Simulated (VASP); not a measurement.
# Al15GaN16 (a cell with a defect) in VASP: single point with PBE

Aim: the single point of Al15GaN16 (a cell with a defect) with PBE.

All numbers are computed with VASP 6.6.1; they aren't measurements. Logs are shortened: lines on timing, memory, paths and dates and some standing lists are left out, and cuts for length are marked.

## 1. The cell of the first run

The cell holds a defect, 32 atoms: a = 7.627 Å, b = 7.627 Å, c = 7.627 Å, α = 109.47°, β = 109.47°, γ = 109.47°.

## 2. Single point, PBE, collinear spin

INCAR

```
SYSTEM = Al15GaN16
  PREC = Accurate
  ENCUT = 520
  EDIFF = 1E-7
  ISMEAR = 0
  SIGMA = 0.01
  LREAL = Auto
  LASPH = .True.
  NELM = 150
  ALGO = Normal
  ISIF = 2
  LWAVE = .False.
  LCHARG = .False.
  ISPIN = 2
  MAGMOM = 0.2 0 0 0 0 0 0 0 0 0 0 0 0 0 0 0 0.2 0 0 0 0 0 0 0 0 0.2 0.2 0 0 0 0 0.2
  LORBIT = 11
  GGA = PE
  NBANDS = 95
  NELECT = 137.0
```

KPOINTS

```
Automatic mesh
0
Gamma
  2 2 2
  0.5 0.5 0.5
```

POSCAR

```
Al15GaN16
1.0
    4.4031742003     -4.4031742003      4.4031742003
   -4.4031742003      4.4031742003      4.4031742003
   -4.4031742003     -4.4031742003     -4.4031742003
Ga Al N
1 15 16
Direct
    0.2501876027      0.7512259944     -0.0002814650
    0.5005092787      0.7511863141      0.7474582248
    0.7501083211      0.7511999317      0.4997344456
   -0.0021568669      0.0014899601      0.9997626041
    0.2501765195      0.0015284392      0.7474893367
   -0.0020991880      0.7512232742      0.2501285822
    0.7502016137      0.2511646048     -0.0001943868
    0.5025033075      0.0035294254      0.5023921661
    0.7527409934      0.0035066119      0.2520681313
   -0.0002594736      0.2485122916      0.7493882795
    0.5004419857      0.4988504566     -0.0002615285
    0.2501422488      0.2511699120      0.4997833279
    0.7475899706      0.5009396977      0.7494514651
    0.5024793361      0.2539005563      0.2520914686
   -0.0002109923      0.5008826267      0.4971541913
    0.2501838194      0.4989172675      0.2500835268
    0.2502222488      0.0083954196     -0.0002265189
    0.5004408124      0.0015396356      0.7506697226
    0.7495107143      0.0003900657      0.4990389950
   -0.0000281257      0.2519608317     -0.0002703126
    0.2501611741      0.2519994504      0.7495022729
    0.0010601799      0.0015168651      0.2499356453
    0.7509150400      0.5010814257     -0.0002344864
    0.4992667895      0.2506306190      0.4990632665
    0.7495016859      0.2506385414      0.2488273707
   -0.0068851691      0.4942105327      0.7427091839
    0.5072613202      0.7512292823     -0.0002830701
    0.2501382559      0.5010941860      0.5004320155
    0.7508534120      0.7513089348      0.7495001532
    0.5004649192      0.5022203648      0.2499830995
   -0.0000217432      0.7513544944      0.5004404365
    0.2502481497      0.7512849344      0.2568361028
```

Potentials or basis: VASP PAW PBE potentials, release 64 (Ga_d, Al, N).

Launch:

```console
> cat potpaw_PBE.64/Ga_d/POTCAR potpaw_PBE.64/Al/POTCAR potpaw_PBE.64/N/POTCAR > POTCAR
> mpirun -np 1 vasp_std > vasp.out
```

OUTCAR:

```text
SYSTEM = Al15GaN16
   PREC = Accurate
   ENCUT = 520
   EDIFF = 1E-7
   ISMEAR = 0
   LREAL = Auto
   LASPH = .True.
   NELM = 150
   ISIF = 2
   ISPIN = 2
   LORBIT = 11
   GGA = PE
   NELECT = 137.0

 ion  position               nearest neighbor table
   1  0.250  0.751  1.000-  26 1.96  27 1.96  32 1.96  17 1.96   5 3.13   9 3.13  15 3.13   2 3.13
                            13 3.13   4 3.13  11 3.13   8 3.13  16 3.13  14 3.13   6 3.13  10 3.13
   2  0.501  0.751  0.747-  28 1.90  18 1.90  29 1.90  27 1.91   3 3.10  13 3.10   4 3.10  16 3.10
                             8 3.10   7 3.11  12 3.11   5 3.12  15 3.12   1 3.13   9 3.14  11 3.14
   3  0.750  0.751  0.500-  30 1.90  29 1.90  31 1.90  19 1.90  14 3.10  10 3.10   2 3.10   6 3.10
                            16 3.11   8 3.11   9 3.11  13 3.11  11 3.11  15 3.11   4 3.11   5 3.11
   4  0.998  0.001  1.000-  22 1.90  29 1.90  20 1.90  17 1.91   7 3.10   2 3.10  10 3.10   9 3.10
                            16 3.10  12 3.11   3 3.11  13 3.12   6 3.12   1 3.13   5 3.14  14 3.14
   5  0.250  0.002  0.747-  31 1.90  18 1.90  21 1.91  17 1.91  11 3.10  12 3.10   6 3.10  10 3.10
                             8 3.10   7 3.11   3 3.11  15 3.12   2 3.12   1 3.13  14 3.14   4 3.14
   6  0.998  0.751  0.250-  23 1.90  22 1.90  31 1.90  32 1.91   5 3.10  15 3.10   3 3.10   9 3.10
                            11 3.10  12 3.11   7 3.11   4 3.12  13 3.12   1 3.13  16 3.14   8 3.14
   7  0.750  0.251  1.000-  25 1.90  18 1.90  20 1.90  23 1.90   4 3.10  15 3.10   8 3.10  11 3.10
                             9 3.11  10 3.11   2 3.11  16 3.11  14 3.11   5 3.11   6 3.11  13 3.11
   8  0.503  0.004  0.502-  19 1.90  24 1.90  18 1.90  32 1.91  10 3.10   7 3.10   2 3.10  13 3.10
                             5 3.10   3 3.11  12 3.11   9 3.12  14 3.12   1 3.13   6 3.14  16 3.14
   9  0.753  0.004  0.252-  19 1.90  25 1.90  22 1.90  27 1.91  10 3.10  15 3.10  12 3.10   4 3.10
[... 17 lines left out ...]
  19  0.750  0.000  0.499-   9 1.90   8 1.90  10 1.90   3 1.90
  20  1.000  0.252  1.000-  10 1.90  16 1.90   7 1.90   4 1.90
  21  0.250  0.252  0.750-  11 1.90  10 1.90  12 1.90   5 1.91
  22  0.001  0.002  0.250-   4 1.90   6 1.90  12 1.90   9 1.90
[... 8 lines left out ...]
  31  1.000  0.751  0.500-   5 1.90  15 1.90   6 1.90   3 1.90
  32  0.250  0.751  0.257-   8 1.91   6 1.91  16 1.91   1 1.96

  LATTYP: Found a body centered cubic cell.
 ALAT       =     8.8063484006

  Lattice vectors:

 A1 = (   4.4031742003,  -4.4031742003,   4.4031742003)
 A2 = (  -4.4031742003,   4.4031742003,   4.4031742003)
 A3 = (  -4.4031742003,  -4.4031742003,  -4.4031742003)

Analysis of symmetry for initial positions (statically):
=====================================================================
 Subroutine PRICEL returns:
 Original cell was already a primitive cell.

 Routine SETGRP: Setting up the symmetry group for a
 body centered cubic supercell.

 Subroutine GETGRP returns: Found  1 space group operations
 (whereof  1 operations were pure point group operations)
 out of a pool of 48 trial point group operations.

The static configuration has the point symmetry C_1 .

Analysis of symmetry for dynamics (positions and initial velocities):
=====================================================================
 Subroutine PRICEL returns:
 Original cell was already a primitive cell.

 Routine SETGRP: Setting up the symmetry group for a
 body centered cubic supercell.

 Subroutine GETGRP returns: Found  1 space group operations
 (whereof  1 operations were pure point group operations)
 out of a pool of 48 trial point group operations.

The dynamic configuration has the point symmetry C_1 .

Analysis of structural, dynamic, and magnetic symmetry:
=====================================================================
 Subroutine PRICEL returns:
 Original cell was already a primitive cell.

 Routine SETGRP: Setting up the symmetry group for a
 body centered cubic supercell.

 Subroutine GETGRP returns: Found  1 space group operations
 (whereof  1 operations were pure point group operations)
 out of a pool of 48 trial point group operations.

The overall configuration has the point symmetry C_1 .

 Subroutine INISYM returns: Found  1 space group operations
 (whereof  1 operations are pure point group operations),
 and found     1 'primitive' translations

----------------------------------------------------------------------------------------

                                     Primitive cell

  volume of cell :     341.4740

  direct lattice vectors                    reciprocal lattice vectors
     4.403174200 -4.403174200  4.403174200     0.000000000 -0.113554444  0.113554444
[... 119 lines left out ...]
   ISPIN  =      2    spin polarized calculation?
   LNONCOLLINEAR =      F non collinear calculations
   LSORBIT =      F    spin-orbit coupling
   LASPH  =      T    aspherical Exc in radial PAW
   ENCUT  =  520.0 eV  38.22 Ry    6.18 a.u.  14.18 14.18 14.18*2*pi/ulx,y,z
   NELM   =    150;   NELMIN=  2; NELMDL= -5     # of ELM steps
   EDIFF  = 0.1E-06   stopping-criterion for ELM
   LREAL  =      T    real-space projection
   EDIFFG = 0.1E-05   stopping-criterion for IOM
   NSW    =      0    number of steps for IOM
   IBRION =     -1    ionic relax: 0-MD 1-quasi-New 2-CG
   NFREE  =      0    steps in history (QN), initial steepest desc. (CG)
   ISIF   =      2    stress and relaxation
   ISYM   =      2    0-nonsym 1-usesym 2-fastsym
   POTIM  = 0.5000    time-step for ionic-motion
   TEBEG  =    0.0;   TEEND  =   0.0 temperature during run
   PSTRESS=    0.0 pullay stress
   NELECT =     137.0000    total number of electrons
   NUPDOWN=      -1.0000    fix difference up-down
   EMIN   =  10.00;   EMAX   =-10.00  energy-range for DOS
   EFERMI =   0.00;   METHOD = LEGACY
   ISMEAR =     0;   SIGMA  =   0.01  broadening in eV -4-tet -1-fermi 0-gaus
   EFERMI_NEDOS =   21; number of points for ismear=-14 and -15
   IALGO  =     38    algorithm
   IMIX   =      4    mixing-type and parameters
     AMIX     =   0.40;   BMIX     =  1.00
     AMIX_MAG =   1.60;   BMIX_MAG =  1.00
  volume/ion in A,a.u.               =      10.67        72.01
  Fermi-wavevector in a.u.,A,eV,Ry     =   1.207431  2.281715 19.835808  1.457891
  Thomas-Fermi vector in A             =   2.343069
   LORBIT       =     11    0 simple, 1 ext, 2 COOP (PROOUT), +10 PAW based schemes
   GGA     = PE    functional components
   LHFCALC =     F    Hartree Fock is set to
   AEXX    =    0.0000 exact exchange contribution
   IVDW    =     0    specifies the selected vdW correction
   LEPSILON=     F    determine dielectric tensor
   LRPA    =     F    only Hartree local field effects (RPA)
 spin polarized calculation
 Gauss-broadening in eV      SIGMA  =   0.01
  energy-cutoff  :      520.00
  volume of cell :      341.47
 maximum number of plane-waves:      9184
 NGX is ok and might be reduce to    60
   NGX = 29   NGY = 29   NGZ = 29

 number of electron     136.9999974 magnetization       0.9986043

 Free energy of the ion-electron system (eV)
  ---------------------------------------------------
  ext. energy  EPLUGINS =         0.00000000
  ---------------------------------------------------
  free energy    TOTEN  =      -240.38475777 eV

  energy without entropy =     -240.38190199  energy(sigma->0) =     -240.38332988

 E-fermi :   5.4451     XC(G=0): -10.8687

 val. band max:        5.4395124041   @ k =   0.2500   0.2500  -0.2500
 cond. band min:       5.5355477389   @ k =   0.2500   0.2500   0.2500
 fundamental gap:      0.0960353348
 Fermi energy:         5.4451192273

 spin component 1

 k-point     1 :       0.2500    0.2500    0.2500
  band No.  band energies     occupation
      1      -8.5355      1.00000
      2      -8.4681      1.00000
      3      -8.4672      1.00000
      4      -8.4664      1.00000
      5      -7.8035      1.00000
      6      -7.8028      1.00000
[... 321 lines left out ...]
     79      12.3905      0.00000
     80      12.3909      0.00000
 Fermi energy:         5.4451192273

 spin component 2

 k-point     1 :       0.2500    0.2500    0.2500
  band No.  band energies     occupation
      1      -8.4353      1.00000
      2      -8.4011      1.00000
      3      -8.4005      1.00000
      4      -8.3997      1.00000
      5      -7.7381      1.00000
      6      -7.7378      1.00000
[... 321 lines left out ...]
     79      12.4192      0.00000
     80      12.4200      0.00000
 [bands above 80 left out]

------------------------ aborting loop because EDIFF is reached ----------------------------------------

  FORCE on cell =-STRESS in cart. coord.  units (eV):
  Direction    XX          YY          ZZ          XY          YZ          ZX
  --------------------------------------------------------------------------------------
  -------------------------------------------------------------------------------------
  Total       -7.4103274     -7.4336045     -7.3747782      0.2163330     -0.0584640      0.0933957
  in kB      -34.7688548    -34.8780694    -34.6020597      1.0150226     -0.2743100      0.4382075
  external PRESSURE =     -34.7496613 kB  Pullay stress =       0.0000000 kB

 VOLUME and BASIS-vectors are now :
 -----------------------------------------------------------------------------
  energy-cutoff  :      520.00
  volume of cell :      341.47
      direct lattice vectors                 reciprocal lattice vectors
     4.403174200 -4.403174200  4.403174200     0.000000000 -0.113554444  0.113554444
    -4.403174200  4.403174200  4.403174200    -0.113554444  0.000000000  0.113554444
    -4.403174200 -4.403174200 -4.403174200    -0.113554444 -0.113554444  0.000000000

 POSITION                                       TOTAL-FORCE (eV/Angst)
 -----------------------------------------------------------------------------------
     -6.60809     -2.19578      0.00746        -0.001163     -0.004448     -0.010516
     -4.39496     -2.18741      2.22024        -0.000987      0.016004      0.006044
     -2.20522     -2.19561      4.41010        -0.001666     -0.001482      0.013208
     -0.01501     -8.78925     -0.00189        -0.003213      0.007139     -0.004056
     -2.19648     -4.38617     -2.18302         0.009777      0.007220      0.009727
     -0.01520     -2.18752      6.60034        -0.003091      0.011025      0.001365
[... 24 lines left out ...]
     -1.10879     -3.29826      5.50790        -0.000761     -0.002366     -0.011279
     -3.33705      1.07526      3.27903        -0.017509     -0.010030     -0.015606
 -----------------------------------------------------------------------------------
    total drift:                                0.002083      0.009839      0.028959

  FREE ENERGIE OF THE ION-ELECTRON SYSTEM (eV)
  ---------------------------------------------------
  free  energy   TOTEN  =      -240.3847577657 eV

  energy  without entropy=     -240.3819019852  energy(sigma->0) =     -240.38332988

 total charge

# of ion       s       p       d       tot
------------------------------------------
    1        0.781   0.876  10.160  11.818
    2        0.366   0.430   0.000   0.796
    3        0.365   0.431   0.000   0.796
    4        0.366   0.430   0.000   0.796
    5        0.366   0.430   0.000   0.796
    6        0.366   0.430   0.000   0.796
[... 24 lines left out ...]
   31        1.224   2.610   0.000   3.834
   32        1.229   2.567   0.000   3.796
--------------------------------------------------
tot         25.875  48.921  10.160  84.956

 magnetization (x)

# of ion       s       p       d       tot
------------------------------------------
    1       -0.005   0.011   0.015   0.021
    2       -0.001   0.001   0.000   0.000
    3       -0.001   0.001   0.000   0.000
    4       -0.001   0.001   0.000   0.000
    5       -0.001   0.001   0.000   0.000
    6       -0.001   0.001   0.000   0.000
[... 24 lines left out ...]
   31        0.001   0.030   0.000   0.031
   32        0.002   0.080   0.000   0.082
--------------------------------------------------
tot         -0.003   0.715   0.015   0.728
```

Run time: 25 min. Hardware: 1 thread of Oxide Virtual Turin-like, shared host; peak memory 0.7 GiB.

What came out:

```yaml
Free_energy: -240.3848 eV
Largest_force: 0.031 eV/Å
Net_moment: 1.00 μB per cell
Site_moments: Ga +0.02; Al +0.00; N +0.08, +0.03 (each value once) μB
Valence_electrons_inside_the_program's_atomic_spheres: Ga 11.82; Al 0.80; N 3.80, 3.83 (each value once)
```

Forces in eV/Å, atoms in the order of the input:
```
Ga  -0.001 -0.004 -0.011
Al  -0.001  0.016  0.006
Al  -0.002 -0.001  0.013
Al  -0.003  0.007 -0.004
Al   0.010  0.007  0.010
Al  -0.003  0.011  0.001
Al  -0.005  0.012  0.005
Al  -0.008  0.001  0.009
Al  -0.007  0.001  0.010
Al   0.003 -0.009  0.006
Al   0.004 -0.004 -0.002
Al  -0.001  0.011  0.014
Al  -0.009  0.007 -0.006
Al   0.000 -0.010  0.004
Al   0.002  0.006  0.016
Al   0.009 -0.003 -0.003
N   -0.019  0.018  0.017
N    0.001 -0.005 -0.002
N    0.002 -0.005 -0.008
N    0.000 -0.005 -0.005
N    0.003 -0.006 -0.009
N   -0.002 -0.008 -0.004
N    0.003 -0.002 -0.008
N   -0.002 -0.004 -0.004
N    0.002 -0.005 -0.006
N    0.017  0.015 -0.015
N    0.014 -0.018  0.018
N    0.009 -0.008 -0.005
N    0.005 -0.003 -0.002
N   -0.002  0.001 -0.007
N   -0.001 -0.002 -0.011
N   -0.018 -0.010 -0.016
```

Caveat: the k points lie up to 0.50 Å⁻¹ apart; the cell carries a net charge on a neutralising background, which shifts energy and pressure; the cell is charged against a uniform background, so pressure and absolute levels hang on convention.
